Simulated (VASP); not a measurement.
# TePb in VASP: a series of runs

The runs below take TePb through single point, with PBE, r2SCAN.

Program: VASP 6.6.1. These are calculated values, not measurements. Logs are shortened: lines on timing, memory, paths and dates and some standing lists are left out, and cuts for length are marked.

### 1 The cell of the first run

Symmetry: Fm-3m, No. 225, cubic system. The conventional cell has a = 6.172 Å, b = 6.172 Å, c = 6.172 Å, α = 90.00°, β = 90.00°, γ = 90.00°. Pb (site symmetry m-3m) has 6 Te at 3.09 Å within 4.1 Å. Te (site symmetry m-3m) has 6 Pb at 3.09 Å within 4.1 Å.

### 2 Single point, PBE (strain -5.6%)

The input, INCAR:

```
SYSTEM = TePb
  PREC = Accurate
  ENCUT = 520
  EDIFF = 1E-7
  ISMEAR = -1
  SIGMA = 0.02
  LREAL = .FALSE.
  LASPH = .TRUE.
  NELM = 80
  ALGO = Normal
  ISIF = 2
  LWAVE = .FALSE.
  LCHARG = .FALSE.
  GGA = PE
  NBANDS = 17
```

The input, KPOINTS:

```
regular mesh
0
G
  8 8 8
  0 0 0
```

The input, POSCAR:

```
TePb
1.0
    0.0000000000      3.0858183393      3.0858183393
    3.0858183393      0.0000000000      3.0858183393
    3.0858183393      3.0858183393      0.0000000000
Pb Te
1 1
Direct
    0.0000000000      0.0000000000      0.0000000000
    0.5000000000      0.5000000000      0.5000000000
```

Potentials or basis: VASP PAW PBE potentials, release 64 (Pb_d, Te).

Command:

```console
cat potpaw_PBE.64/Pb_d/POTCAR potpaw_PBE.64/Te/POTCAR > POTCAR
mpirun -np 1 vasp_std > vasp.out
```

OUTCAR:

```text
SYSTEM = TePb
   PREC = Accurate
   ENCUT = 520
   EDIFF = 1E-7
   ISMEAR = -1
   LREAL = .FALSE.
   LASPH = .TRUE.
   NELM = 80
   ISIF = 2
   GGA = PE

 ion  position               nearest neighbor table
   1  0.000  0.000  0.000-   2 3.09   2 3.09   2 3.09   2 3.09   2 3.09   2 3.09
   2  0.500  0.500  0.500-   1 3.09   1 3.09   1 3.09   1 3.09   1 3.09   1 3.09

  LATTYP: Found a face centered cubic cell.
 ALAT       =     6.1716366786

  Lattice vectors:

 A1 = (   0.0000000000,   3.0858183393,   3.0858183393)
 A2 = (   3.0858183393,   0.0000000000,   3.0858183393)
 A3 = (   3.0858183393,   3.0858183393,   0.0000000000)

Analysis of symmetry for initial positions (statically):
=====================================================================
 Subroutine PRICEL returns:
 Original cell was already a primitive cell.

 Routine SETGRP: Setting up the symmetry group for a
 face centered cubic supercell.

 Subroutine GETGRP returns: Found 48 space group operations
 (whereof 48 operations were pure point group operations)
 out of a pool of 48 trial point group operations.

The static configuration has the point symmetry O_h .

Analysis of symmetry for dynamics (positions and initial velocities):
=====================================================================
 Subroutine PRICEL returns:
 Original cell was already a primitive cell.

 Routine SETGRP: Setting up the symmetry group for a
 face centered cubic supercell.

 Subroutine GETGRP returns: Found 48 space group operations
 (whereof 48 operations were pure point group operations)
 out of a pool of 48 trial point group operations.

The dynamic configuration has the point symmetry O_h .

 Subroutine INISYM returns: Found 48 space group operations
 (whereof 48 operations are pure point group operations),
 and found     1 'primitive' translations

----------------------------------------------------------------------------------------

                                     Primitive cell

  volume of cell :      58.7680

  direct lattice vectors                    reciprocal lattice vectors
     0.000000000  3.085818339  3.085818339    -0.162031573  0.162031573  0.162031573
     3.085818339  0.000000000  3.085818339     0.162031573 -0.162031573  0.162031573
     3.085818339  3.085818339  0.000000000     0.162031573  0.162031573 -0.162031573

  length of vectors
     4.364006146  4.364006146  4.364006146     0.280646917  0.280646917  0.280646917

  position of ions in fractional coordinates (direct lattice)
     0.000000000  0.000000000  0.000000000
[... 77 lines left out ...]
   NELM   =     80;   NELMIN=  2; NELMDL= -5     # of ELM steps
   EDIFF  = 0.1E-06   stopping-criterion for ELM
   LREAL  =      F    real-space projection
   EDIFFG = 0.1E-05   stopping-criterion for IOM
   NSW    =      0    number of steps for IOM
   IBRION =     -1    ionic relax: 0-MD 1-quasi-New 2-CG
   NFREE  =      0    steps in history (QN), initial steepest desc. (CG)
   ISIF   =      2    stress and relaxation
   ISYM   =      2    0-nonsym 1-usesym 2-fastsym
   POTIM  = 0.5000    time-step for ionic-motion
   TEBEG  =    0.0;   TEEND  =   0.0 temperature during run
   PSTRESS=    0.0 pullay stress
   NELECT =      20.0000    total number of electrons
   NUPDOWN=      -1.0000    fix difference up-down
   EMIN   =  10.00;   EMAX   =-10.00  energy-range for DOS
   EFERMI =   0.00;   METHOD = LEGACY
   ISMEAR =    -1;   SIGMA  =   0.02  broadening in eV -4-tet -1-fermi 0-gaus
   EFERMI_NEDOS =   21; number of points for ismear=-14 and -15
   IALGO  =     38    algorithm
   IMIX   =      4    mixing-type and parameters
     AMIX     =   0.40;   BMIX     =  1.00
     AMIX_MAG =   1.60;   BMIX_MAG =  1.00
  volume/ion in A,a.u.               =      29.38       198.29
  Fermi-wavevector in a.u.,A,eV,Ry     =   1.142978  2.159915 17.774628  1.306398
  Thomas-Fermi vector in A             =   2.279674
   LORBIT       =      0    0 simple, 1 ext, 2 COOP (PROOUT), +10 PAW based schemes
   GGA     = PE    functional components
   LHFCALC =     F    Hartree Fock is set to
   AEXX    =    0.0000 exact exchange contribution
   IVDW    =     0    specifies the selected vdW correction
   LEPSILON=     F    determine dielectric tensor
   LRPA    =     F    only Hartree local field effects (RPA)
 non-spin polarized calculation
  energy-cutoff  :      520.00
  volume of cell :       58.77
 maximum number of plane-waves:      1604
   NGX = 17   NGY = 17   NGZ = 17

 number of electron      19.9999994 magnetization

 Free energy of the ion-electron system (eV)
  ---------------------------------------------------
  ext. energy  EPLUGINS =         0.00000000
  ---------------------------------------------------
  free energy    TOTEN  =        -7.17168201 eV

  energy without entropy =       -7.17168148  energy(sigma->0) =       -7.17168174

 E-fermi :   7.8016     XC(G=0):  -9.9370

 val. band max:        7.6136073114   @ k =   0.5000   0.0000   0.0000
 cond. band min:       7.9896905481   @ k =   0.5000   0.0000   0.0000
 fundamental gap:      0.3760832367
 Fermi energy:         7.8016486574

 k-point     1 :       0.0000    0.0000    0.0000
  band No.  band energies     occupation
      1      -9.4772      2.00000
      2      -9.4772      2.00000
      3      -9.4552      2.00000
      4      -9.4552      2.00000
      5      -9.4552      2.00000
      6      -5.7336      2.00000
[... 457 lines left out ...]
      4      -9.4354      2.00000
      5      -9.4204      2.00000
      6      -3.6098      2.00000
[... 9 lines left out ...]
     16      17.4044      0.00000
     17      17.7681      0.00000

 [... further k-points ...]

------------------------ aborting loop because EDIFF is reached ----------------------------------------

  FORCE on cell =-STRESS in cart. coord.  units (eV):
  Direction    XX          YY          ZZ          XY          YZ          ZX
  --------------------------------------------------------------------------------------
  -------------------------------------------------------------------------------------
  Total        4.0347522      4.0347522      4.0347522      0.0000000      0.0000000     -0.0000000
  in kB      109.9984044    109.9984044    109.9984044      0.0000000      0.0000000     -0.0000000
  external PRESSURE =     109.9984044 kB  Pullay stress =       0.0000000 kB

 VOLUME and BASIS-vectors are now :
 -----------------------------------------------------------------------------
  energy-cutoff  :      520.00
  volume of cell :       58.77
      direct lattice vectors                 reciprocal lattice vectors
     0.000000000  3.085818339  3.085818339    -0.162031573  0.162031573  0.162031573
     3.085818339  0.000000000  3.085818339     0.162031573 -0.162031573  0.162031573
     3.085818339  3.085818339  0.000000000     0.162031573  0.162031573 -0.162031573

 POSITION                                       TOTAL-FORCE (eV/Angst)
 -----------------------------------------------------------------------------------
      0.00000      0.00000      0.00000         0.000000      0.000000      0.000000
      3.08582      3.08582      3.08582         0.000000      0.000000     -0.000000
 -----------------------------------------------------------------------------------
    total drift:                                0.000000     -0.000000     -0.000000

  FREE ENERGIE OF THE ION-ELECTRON SYSTEM (eV)
  ---------------------------------------------------
  free  energy   TOTEN  =        -7.1716820125 eV

  energy  without entropy=       -7.1716814759  energy(sigma->0) =       -7.17168174
```

It took 12 s on 1 thread of Intel Xeon 6975P-C (Granite Rapids), shared host; peak memory 0.18 GiB.

What came out:

* Free energy: -7.1717 eV
* Pressure: 11.0 GPa
* Band gap on the k mesh: 0.38 eV

Levels at points of the mesh, in eV from the valence-band top:
| k point | band 6 | band 7 | band 8 | band 9 | band 10 | band 11 | band 12 | band 13 | band 14 | band 15 |
| --- | --- | --- | --- | --- | --- | --- | --- | --- | --- | --- |
| (0.00, 0.00, 0.00) | -13.35 | -5.27 | -1.98 | -1.98 | -1.98 | 4.14 | 4.14 | 4.14 | 5.38 | 5.38 |
| (0.50, 0.00, 0.00) | -11.52 | -9.50 | -1.41 | -1.41 | 0.00 | 0.38 | 0.81 | 0.81 | 8.48 | 9.09 |
| (0.50, 0.50, 0.00) | -11.09 | -7.61 | -5.74 | -3.73 | -3.73 | 2.57 | 5.92 | 5.92 | 7.47 | 10.35 |

Caveat: the cell differs from its parent crystal (strain -5.6%); the cell stands under pressure; the structure was generated, so it needn't be the stable form of TePb; spin-orbit coupling is left out, which moves the levels of the heavy elements.

### 3 Single point, r2SCAN (strain -5.6%)

POSCAR is that of step 2.

The input, INCAR.step1:

```
SYSTEM = TePb
ALGO = Normal
EDIFF = 1E-4
ENCUT = 520
GGA = PE
ISMEAR = 0
LASPH = .TRUE.
LCHARG = .FALSE.
LREAL = .FALSE.
LWAVE = .TRUE.
NBANDS = 17
NELM = 80
PREC = Accurate
SIGMA = 0.01
```

The input, INCAR.step2:

```
SYSTEM = TePb
ALGO = Normal
EDIFF = 1E-6
ENCUT = 520
ISIF = 2
ISMEAR = 0
ISTART = 1
LASPH = .TRUE.
LCHARG = .FALSE.
LMIXTAU = .TRUE.
LREAL = .FALSE.
LWAVE = .FALSE.
METAGGA = R2SCAN
NBANDS = 17
NELM = 80
PREC = Accurate
SIGMA = 0.01
```

The input, KPOINTS:

```
k-points
0
G
  8 8 8
  0 0 0
```

Potentials or basis: VASP PAW PBE potentials, release 64 (Pb_d, Te).

Command:

```console
cat potpaw_PBE.64/Pb_d/POTCAR potpaw_PBE.64/Te/POTCAR > POTCAR
cp INCAR.step1 INCAR
mpirun -np 1 vasp_std > vasp.out
cp INCAR.step2 INCAR
mpirun -np 1 vasp_std > vasp.out
```

Wall time 39 s (1 thread of Intel Xeon 6975P-C (Granite Rapids), shared host); peak memory 0.2 GiB.

Results (log left out):

```
Free energy            : -82.3913 eV
Pressure               : 10.6 GPa
Band gap on the k mesh : 0.64 eV
```

Levels at points of the mesh, in eV from the valence-band top:
```tsv
k point	band 6	band 7	band 8	band 9	band 10	band 11	band 12	band 13	band 14	band 15
(0.00, 0.00, 0.00)	-13.94	-5.30	-2.21	-2.21	-2.21	4.37	4.37	4.37	5.71	5.71
(0.50, 0.00, 0.00)	-12.03	-9.90	-1.60	-1.60	0.00	0.64	0.89	0.89	9.05	9.50
(0.50, 0.50, 0.00)	-11.56	-7.87	-6.02	-3.98	-3.98	2.83	6.26	6.26	7.96	10.73
```

Caveat: the cell differs from its parent crystal (strain -5.6%); the cell stands under pressure; the structure was generated, so it needn't be the stable form of TePb; the PAW data sets were made with another functional, which shifts forces and pressure a little; spin-orbit coupling is left out, which moves the levels of the heavy elements.

### 4 Single point, PBE (shear xy strain +4.8%)

The input, INCAR:

```
SYSTEM = TePb
PREC = Accurate
ENCUT = 520
EDIFF = 1E-6
ISMEAR = -1
SIGMA = 0.02
LREAL = .FALSE.
LASPH = .TRUE.
NELM = 100
ALGO = Normal
ISIF = 2
LWAVE = .FALSE.
LCHARG = .FALSE.
GGA = PE
NBANDS = 17
```

The input, KPOINTS:

```
regular mesh
0
G
  8 8 8
  0 0 0
```

The input, POSCAR:

```
TePb
1.0
    0.0785914763      3.2678368520      3.2678368520
    3.2678368520      0.0785914763      3.2678368520
    3.3464283283      3.3464283283      0.0000000000
Pb Te
1 1
Direct
    0.0000000000      0.0000000000      0.0000000000
    0.5000000000      0.5000000000      0.5000000000
```

Potentials or basis: VASP PAW PBE potentials, release 64 (Pb_d, Te).

Command:

```console
cat potpaw_PBE.64/Pb_d/POTCAR potpaw_PBE.64/Te/POTCAR > POTCAR
mpirun -np 1 vasp_std > vasp.out
```

OUTCAR:

```text
SYSTEM = TePb
   PREC = Accurate
   ENCUT = 520
   EDIFF = 1E-6
   ISMEAR = -1
   LREAL = .FALSE.
   LASPH = .TRUE.
   NELM = 100
   ISIF = 2
   GGA = PE

 ion  position               nearest neighbor table
   1  0.000  0.000  0.000-   2 3.27   2 3.27   2 3.27   2 3.27   2 3.27   2 3.27
   2  0.500  0.500  0.500-   1 3.27   1 3.27   1 3.27   1 3.27   1 3.27   1 3.27

  LATTYP: Found a body centered orthorhombic cell.
 ALAT       =     4.5102740641
 B/A-ratio  =     1.0492853118
[... 671 lines left out ...]
------------------------ aborting loop because EDIFF is reached ----------------------------------------

  FORCE on cell =-STRESS in cart. coord.  units (eV):
  Direction    XX          YY          ZZ          XY          YZ          ZX
  --------------------------------------------------------------------------------------
  -------------------------------------------------------------------------------------
  Total        0.2522813      0.2522813      0.2340718     -0.2970195      0.0000000      0.0000000
  in kB        5.7947650      5.7947650      5.3765032     -6.8223772      0.0000000      0.0000000
  external PRESSURE =       5.6553444 kB  Pullay stress =       0.0000000 kB

 VOLUME and BASIS-vectors are now :
 -----------------------------------------------------------------------------
  energy-cutoff  :      520.00
  volume of cell :       69.75
      direct lattice vectors                 reciprocal lattice vectors
     0.078591476  3.267836852  3.267836852    -0.156776899  0.156776899  0.153006415
     3.267836852  0.078591476  3.267836852     0.156776899 -0.156776899  0.153006415
     3.346428328  3.346428328  0.000000000     0.149413031  0.149413031 -0.153006415

 POSITION                                       TOTAL-FORCE (eV/Angst)
 -----------------------------------------------------------------------------------
      0.00000      0.00000      0.00000         0.000000      0.000000     -0.000000
      3.34643      3.34643      3.26784        -0.000000      0.000000      0.000000
 -----------------------------------------------------------------------------------
    total drift:                               -0.000000      0.000000      0.000000

  FREE ENERGIE OF THE ION-ELECTRON SYSTEM (eV)
  ---------------------------------------------------
  free  energy   TOTEN  =        -7.5136402700 eV

  energy  without entropy=       -7.5136402662  energy(sigma->0) =       -7.51364027
```

OSZICAR:

```text
N       E                     dE             d eps       ncg     rms          rms(c)
DAV:   1     0.151301317062E+03    0.15130E+03   -0.91102E+03  3238   0.113E+03
DAV:   2     0.288439759135E+01   -0.14842E+03   -0.14387E+03  3383   0.294E+02
DAV:   3    -0.736496872231E+01   -0.10249E+02   -0.10193E+02  4167   0.838E+01
DAV:   4    -0.764115548957E+01   -0.27619E+00   -0.27599E+00  4186   0.155E+01
DAV:   5    -0.765216430215E+01   -0.11009E-01   -0.11008E-01  4644   0.277E+00    0.309E+00
DAV:   6    -0.751523089364E+01    0.13693E+00   -0.30737E-01  4647   0.372E+00    0.189E+00
DAV:   7    -0.751158267370E+01    0.36482E-02   -0.89366E-02  4034   0.140E+00    0.904E-01
DAV:   8    -0.751382017001E+01   -0.22375E-02   -0.10771E-02  3882   0.104E+00    0.160E-01
DAV:   9    -0.751358951049E+01    0.23066E-03   -0.17165E-03  4831   0.424E-01    0.708E-02
DAV:  10    -0.751363466256E+01   -0.45152E-04   -0.18416E-04  3774   0.987E-02    0.205E-02
DAV:  11    -0.751364028011E+01   -0.56175E-05   -0.42160E-05  4444   0.514E-02    0.147E-02
DAV:  12    -0.751364026999E+01    0.10121E-07   -0.23548E-06  3606   0.110E-02
   1 F= -.75136403E+01 E0= -.75136403E+01  d E =-.383492E-08
```

stdout:

```text
POSCAR found type information on POSCAR PbTe
 POSCAR found :  2 types and       2 ions
 scaLAPACK will be used
 LDA part: xc-table for (Slater+PW92), standard interpolation
 POSCAR, INCAR and KPOINTS ok, starting setup
 FFT: planning ... GRIDC
 FFT: planning ... GRID_SOFT
 FFT: planning ... GRID
 WAVECAR not read
 entering main loop
```

Run time: 54 s. Hardware: 1 thread of Intel Xeon 6975P-C (Granite Rapids), shared host; peak memory 0.27 GiB.

What came out:

* Free energy: -7.5136 eV
* Pressure: 0.6 GPa
* Band gap on the k mesh: 0.56 eV (least direct gap 0.76 eV)

Caveat: the cell differs from its parent crystal (shear xy strain +4.8%); the structure was generated, so it needn't be the stable form of TePb; spin-orbit coupling is left out, which moves the levels of the heavy elements. A k mesh can miss the band edges.

### 5 Single point, r2SCAN (shear xy strain +4.8%)

POSCAR is that of step 4.

The input, INCAR.step1:

```
PREC = Accurate
ENCUT = 520
ISMEAR = 0
SIGMA = 0.01
LREAL = False
LASPH = True
NELM = 60
NBANDS = 17
GGA = PE
ALGO = Normal
EDIFF = 1E-4
LWAVE = True
LCHARG = False
```

The input, INCAR.step2:

```
PREC = Accurate
ENCUT = 520
EDIFF = 1E-7
ISMEAR = 0
SIGMA = 0.01
LREAL = False
LASPH = True
NELM = 60
ALGO = Normal
ISIF = 2
LWAVE = False
LCHARG = False
METAGGA = R2SCAN
LMIXTAU = True
NBANDS = 17
ISTART = 1
```

The input, KPOINTS:

```
Automatic mesh
0
Gamma
  8 8 8
```

Command:

```console
cat potpaw_PBE.64/Pb_d/POTCAR potpaw_PBE.64/Te/POTCAR > POTCAR
cp INCAR.step1 INCAR
mpirun -np 1 vasp_std > vasp.out
cp INCAR.step2 INCAR
mpirun -np 1 vasp_std > vasp.out
```

Wall time 3.2 min (1 thread of Intel Xeon 6975P-C (Granite Rapids), shared host); peak memory 0.3 GiB.

Results (log left out):

* Free energy: -82.6983 eV
* Pressure: 0.0 GPa
* Band gap on the k mesh: 0.82 eV (least direct gap 1.03 eV)

Stress tensor (GPa, compression positive):
```
 0.00 -0.74  0.00
-0.74  0.00  0.00
 0.00  0.00 -0.05
```

Levels at points of the mesh, in eV from the valence-band top:
| k point | band 7 | band 8 | band 9 | band 10 | band 11 | band 12 | band 13 | band 14 |
| --- | --- | --- | --- | --- | --- | --- | --- | --- |
| (0.00, 0.00, 0.00) | -5.84 | -1.66 | -1.47 | -1.25 | 4.15 | 4.20 | 4.31 | 5.89 |
| (0.50, 0.00, 0.00) | -8.76 | -1.12 | -1.03 | -0.21 | 0.82 | 1.25 | 1.39 | 8.84 |
| (0.50, 0.50, 0.00) | -7.56 | -4.52 | -3.09 | -2.63 | 3.65 | 5.52 | 5.71 | 6.86 |
| (0.00, 0.00, 0.50) | -8.87 | -1.00 | -0.87 | 0.00 | 1.06 | 1.49 | 1.58 | 8.70 |
| (0.50, 0.00, 0.50) | -7.55 | -4.52 | -2.87 | -2.86 | 3.63 | 5.52 | 5.60 | 6.85 |

Caveat: the cell differs from its parent crystal (shear xy strain +4.8%); the structure was generated, so it needn't be the stable form of TePb; the PAW data sets were made with another functional, which shifts forces and pressure a little; spin-orbit coupling is left out, which moves the levels of the heavy elements.

### 6 Summary

```tsv
level	cell	smearing	gap on the mesh (eV)	pressure (GPa)
PBE	a = 4.364 Å, angles 60.0°, 2 atoms	fermi-dirac 0.02 eV	0.38	11.0
r2SCAN	a = 4.364 Å, angles 60.0°, 2 atoms	gaussian 0.01 eV	0.64	10.6
PBE	a = 4.622, b = 4.622, c = 4.733 Å, angles 59.2, 59.2, 58.4°, 2 atoms	fermi-dirac 0.02 eV	0.56	0.6
r2SCAN	a = 4.622, b = 4.622, c = 4.733 Å, angles 59.2, 59.2, 58.4°, 2 atoms	gaussian 0.01 eV	0.82	0.0
```

Alike in all rows: task single point; potentials or basis VASP PAW PBE potentials, release 64 (Pb_d, Te); no spin polarisation; k mesh 8 × 8 × 8; cutoff (eV) 520.

Caveats: the structure was generated, so it needn't be the stable form of TePb; spin-orbit coupling is left out, which moves the levels of the heavy elements; the cell stands under pressure (at least some runs); the PAW data sets were made with another functional, which shifts forces and pressure a little (at least some runs).

Total energies depend on the potentials used, so only differences within one code and one set of settings carry meaning.
